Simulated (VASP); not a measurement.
# Mo6C in VASP: notebook, part 2 of 2

VASP 6.6.1. Earlier steps stand in the parts before.

### 3 Single point, PBEsol

File INCAR:

```
ALGO = Normal
DIPOL = 0.5 0.5 0.331
EDIFF = 1E-6
ENCUT = 520
GGA = PS
IDIPOL = 3
ISIF = 2
ISMEAR = 0
LASPH = T
LCHARG = F
LDIPOL = T
LREAL = F
LWAVE = F
NBANDS = 53
NELM = 60
PREC = Accurate
SIGMA = 0.1
```

File KPOINTS:

```
k-points
0
Gamma
  6 6 1
```

File POSCAR:

```
Mo6C
1.0
    4.4256825775      0.0000000000      0.0000000000
   -2.2128412887      3.8327535412      0.0000000000
    0.0000000000      0.0000000000     19.7247696083
Mo C
6 1
Direct
    0.6666666667      0.3333333333      0.2027907083
    0.3333333333      0.6666666666      0.2485904155
    0.0000000000      0.0000000000      0.2943901228
    0.6666666667      0.3333333333      0.3368101117
    0.3333333333      0.6666666666      0.3772266205
    0.0000000000      0.0000000000      0.4169767136
    0.4444444444      0.2222222222      0.4401987668
```

Potentials or basis: VASP PAW PBE potentials, release 64 (Mo_sv, C).

Run with:

```sh
cat potpaw_PBE.64/Mo_sv/POTCAR potpaw_PBE.64/C/POTCAR > POTCAR
mpirun -np 1 vasp_std > vasp.out
```

OUTCAR:

```text
EDIFF = 1E-6
   ENCUT = 520
   GGA = PS
   ISIF = 2
   ISMEAR = 0
   LASPH = T
   LREAL = F
   NELM = 60
   PREC = Accurate

 ion  position               nearest neighbor table
   1  0.667  0.333  0.203-   4 2.64   2 2.71   2 2.71   2 2.71   3 3.13   3 3.13   3 3.13
   2  0.333  0.667  0.249-   5 2.54   1 2.71   1 2.71   1 2.71   3 2.71   3 2.71   3 2.71   4 3.09
                             4 3.09   4 3.09
   3  0.000  0.000  0.294-   6 2.42   4 2.69   4 2.69   4 2.69   2 2.71   2 2.71   2 2.71   5 3.03
                             5 3.03   5 3.03   1 3.13   1 3.13   1 3.13
   4  0.667  0.333  0.337-   7 2.21   1 2.64   5 2.68   5 2.68   5 2.68   3 2.69   3 2.69   3 2.69
                             6 3.00   6 3.00   6 3.00   2 3.09   2 3.09   2 3.09
   5  0.333  0.667  0.377-   2 2.54   7 2.57   7 2.57   6 2.67   6 2.67   6 2.67   4 2.68   4 2.68
                             4 2.68   3 3.03   3 3.03   3 3.03
   6  0.000  0.000  0.417-   7 1.76   3 2.42   5 2.67   5 2.67   5 2.67   4 3.00   4 3.00   4 3.00

   7  0.444  0.222  0.440-   6 1.76   4 2.21   5 2.57   5 2.57

  LATTYP: Found a hexagonal cell.
 ALAT       =     4.4256825775
 C/A-ratio  =     4.4568875564

  Lattice vectors:

 A1 = (   4.4256825775,   0.0000000000,   0.0000000000)
 A2 = (  -2.2128412887,   3.8327535412,   0.0000000000)
 A3 = (   0.0000000000,   0.0000000000,  19.7247696083)

Analysis of symmetry for initial positions (statically):
=====================================================================
 Subroutine PRICEL returns:
 Original cell was already a primitive cell.

 Routine SETGRP: Setting up the symmetry group for a
 hexagonal supercell.

 Subroutine GETGRP returns: Found  2 space group operations
 (whereof  2 operations were pure point group operations)
 out of a pool of 24 trial point group operations.

The static configuration has the point symmetry C_1h.

Analysis of symmetry for dynamics (positions and initial velocities):
=====================================================================
 Subroutine PRICEL returns:
 Original cell was already a primitive cell.

 Routine SETGRP: Setting up the symmetry group for a
 hexagonal supercell.

 Subroutine GETGRP returns: Found  2 space group operations
 (whereof  2 operations were pure point group operations)
 out of a pool of 24 trial point group operations.

The dynamic configuration has the point symmetry C_1h.

 Subroutine INISYM returns: Found  2 space group operations
 (whereof  2 operations are pure point group operations),
 and found     1 'primitive' translations

----------------------------------------------------------------------------------------

                                     Primitive cell

  volume of cell :     334.5824

  direct lattice vectors                    reciprocal lattice vectors
     4.425682577  0.000000000  0.000000000     0.225953846  0.130454514  0.000000000
    -2.212841289  3.832753541  0.000000000     0.000000000  0.260909028  0.000000000
     0.000000000  0.000000000 19.724769608     0.000000000  0.000000000  0.050697677

  length of vectors
     4.425682577  4.425682577 19.724769608     0.260909028  0.260909028  0.050697677

  position of ions in fractional coordinates (direct lattice)
     0.666666667  0.333333333  0.202790708
     0.333333333  0.666666667  0.248590415
     0.000000000  0.000000000  0.294390123
     0.666666667  0.333333333  0.336810112
     0.333333333  0.666666667  0.377226620
[... 58 lines left out ...]
   dimension x,y,z NGXF=    72 NGYF=   72 NGZF=  300
   ions per type =               6   1
   NGX,Y,Z   is equivalent  to a cutoff of  13.52, 13.52, 12.64 a.u.
   NGXF,Y,Z  is equivalent  to a cutoff of  27.05, 27.05, 25.28 a.u.
 SYSTEM =  unknown system
   PREC   = accura    normal or accurate (medium, high low for compatibility)
   ISTART =      0    job   : 0-new  1-cont  2-samecut
   ICHARG =      2    charge: 1-file 2-atom 10-const
   ISPIN  =      1    spin polarized calculation?
   LNONCOLLINEAR =      F non collinear calculations
   LSORBIT =      F    spin-orbit coupling
   LASPH  =      T    aspherical Exc in radial PAW
   ENCUT  =  520.0 eV  38.22 Ry    6.18 a.u.   8.23  8.23 36.67*2*pi/ulx,y,z
   NELM   =     60;   NELMIN=  2; NELMDL= -5     # of ELM steps
   EDIFF  = 0.1E-05   stopping-criterion for ELM
   LREAL  =      F    real-space projection
   EDIFFG = 0.1E-04   stopping-criterion for IOM
   NSW    =      0    number of steps for IOM
   IBRION =     -1    ionic relax: 0-MD 1-quasi-New 2-CG
   NFREE  =      0    steps in history (QN), initial steepest desc. (CG)
   ISIF   =      2    stress and relaxation
   ISYM   =      2    0-nonsym 1-usesym 2-fastsym
   POTIM  = 0.5000    time-step for ionic-motion
   TEBEG  =    0.0;   TEEND  =   0.0 temperature during run
   PSTRESS=    0.0 pullay stress
   NELECT =      88.0000    total number of electrons
   NUPDOWN=      -1.0000    fix difference up-down
   EMIN   =  10.00;   EMAX   =-10.00  energy-range for DOS
   EFERMI =   0.00;   METHOD = LEGACY
   ISMEAR =     0;   SIGMA  =   0.10  broadening in eV -4-tet -1-fermi 0-gaus
   EFERMI_NEDOS =   21; number of points for ismear=-14 and -15
   IALGO  =     38    algorithm
   IMIX   =      4    mixing-type and parameters
     AMIX     =   0.40;   BMIX     =  1.00
     AMIX_MAG =   1.60;   BMIX_MAG =  1.00
  volume/ion in A,a.u.               =      47.80       322.55
  Fermi-wavevector in a.u.,A,eV,Ry     =   1.048901  1.982136 14.969052  1.100194
  Thomas-Fermi vector in A             =   2.183842
   LORBIT       =      0    0 simple, 1 ext, 2 COOP (PROOUT), +10 PAW based schemes
   GGA     = PS    functional components
   LHFCALC =     F    Hartree Fock is set to
   AEXX    =    0.0000 exact exchange contribution
   IVDW    =     0    specifies the selected vdW correction
   LEPSILON=     F    determine dielectric tensor
   LRPA    =     F    only Hartree local field effects (RPA)
 non-spin polarized calculation
 Gauss-broadening in eV      SIGMA  =   0.10
  energy-cutoff  :      520.00
  volume of cell :      334.58
 maximum number of plane-waves:      9055
 NGX is ok and might be reduce to    36
   NGX = 17   NGY = 17   NGZ = 73

 dipolmoment           0.000000      0.000000     -0.071163 electrons x Angstroem

 number of electron      88.0000012 magnetization

 dipolmoment           0.000000      0.000000      0.089282 electrons x Angstroem

 Free energy of the ion-electron system (eV)
  ---------------------------------------------------
  ext. energy  EPLUGINS =         0.00000000
  ---------------------------------------------------
  free energy    TOTEN  =       -71.63726855 eV

  energy without entropy =      -71.61726329  energy(sigma->0) =      -71.62726592

 E-fermi :   0.7306     XC(G=0):  -5.0312

 val. band max:        0.7220040656   @ k =   0.0000   0.5000   0.0000
 cond. band min:       0.8462781138   @ k =   0.0000   0.3333   0.0000
 fundamental gap:      0.1242740482
 Fermi energy:         0.7305937321

 k-point     1 :       0.0000    0.0000    0.0000
  band No.  band energies     occupation
      1     -60.4758      2.00000
      2     -60.2186      2.00000
      3     -60.1418      2.00000
      4     -60.0491      2.00000
      5     -59.9390      2.00000
      6     -59.8224      2.00000
[... 717 lines left out ...]
     52       2.3811      0.00000
     53       2.7104      0.00000

------------------------ aborting loop because EDIFF is reached ----------------------------------------

 vacuum level on the upper side and lower side of the slab       (xc-potential included)         0.400        -0.544

  FORCE on cell =-STRESS in cart. coord.  units (eV):
  Direction    XX          YY          ZZ          XY          YZ          ZX
  --------------------------------------------------------------------------------------
  -------------------------------------------------------------------------------------
  Total        1.0407366     -4.4007867      0.7594668      4.7124974      0.9336722      1.6171687
  in kB        4.9836590    -21.0735549      3.6367737     22.5662092      4.4709718      7.7439550
  external PRESSURE =      -4.1510408 kB  Pullay stress =       0.0000000 kB

 VOLUME and BASIS-vectors are now :
 -----------------------------------------------------------------------------
  energy-cutoff  :      520.00
  volume of cell :      334.58
      direct lattice vectors                 reciprocal lattice vectors
     4.425682577  0.000000000  0.000000000     0.225953846  0.130454514  0.000000000
    -2.212841289  3.832753541  0.000000000     0.000000000  0.260909028  0.000000000
     0.000000000  0.000000000 19.724769608     0.000000000  0.000000000  0.050697677

 POSITION                                       TOTAL-FORCE (eV/Angst)
 -----------------------------------------------------------------------------------
      2.21284      1.27758      4.00000         0.085476      0.049350      1.860087
      0.00000      2.55517      4.90339         0.139389      0.080477     -0.609606
      0.00000      0.00000      5.80678        -0.313709     -0.181120     -2.755873
      2.21284      1.27758      6.64350         0.151266      0.087333     -0.524930
      0.00000      2.55517      7.44071        -0.459418     -0.265245      1.122265
      0.00000      0.00000      8.22477        -3.012978     -1.739544      0.866289
      1.47523      0.85172      8.68282         3.409973      1.968749      0.041769
 -----------------------------------------------------------------------------------
    total drift:                               -0.000006     -0.000002     -0.000078

  FREE ENERGIE OF THE ION-ELECTRON SYSTEM (eV)
  ---------------------------------------------------
  free  energy   TOTEN  =       -71.6372685488 eV

  energy  without entropy=      -71.6172632871  energy(sigma->0) =      -71.62726592

 vacuum level on the upper side and lower side of the slab         5.396         4.382
```

It took 7.2 min on 1 thread of AMD EPYC 9R45 (Zen 5), shared host; peak memory 0.52 GiB.

Results:

| Quantity | Value |
| --- | --- |
| Free energy | -71.6373 eV |
| Largest force | 3.938 eV/Å |
| Band gap on the k mesh | zero (filled and empty bands touch) |

Forces in eV/Å, atoms in the order of the input:
```
Mo   0.085  0.049  1.860
Mo   0.139  0.080 -0.610
Mo  -0.314 -0.181 -2.756
Mo   0.151  0.087 -0.525
Mo  -0.459 -0.265  1.122
Mo  -3.013 -1.740  0.866
C    3.410  1.969  0.042
```

Levels at points of the mesh, in eV from the Fermi level:
```csv
k point,band 42,band 43,band 44,band 45,band 46,band 47
"(0.00, 0.00, 0.00)",-1.29,-0.90,-0.27,0.66,0.98,1.03
"(0.50, 0.00, 0.00)",-1.02,-0.41,-0.04,0.17,0.50,0.78
"(0.00, 0.50, 0.00)",-0.87,-0.25,-0.16,-0.01,0.50,0.73
```

Caveat: the PAW data sets were made with another functional, which shifts forces and pressure a little.

The gap in the log of VASP goes by the Fermi energy; the results here count the filled bands.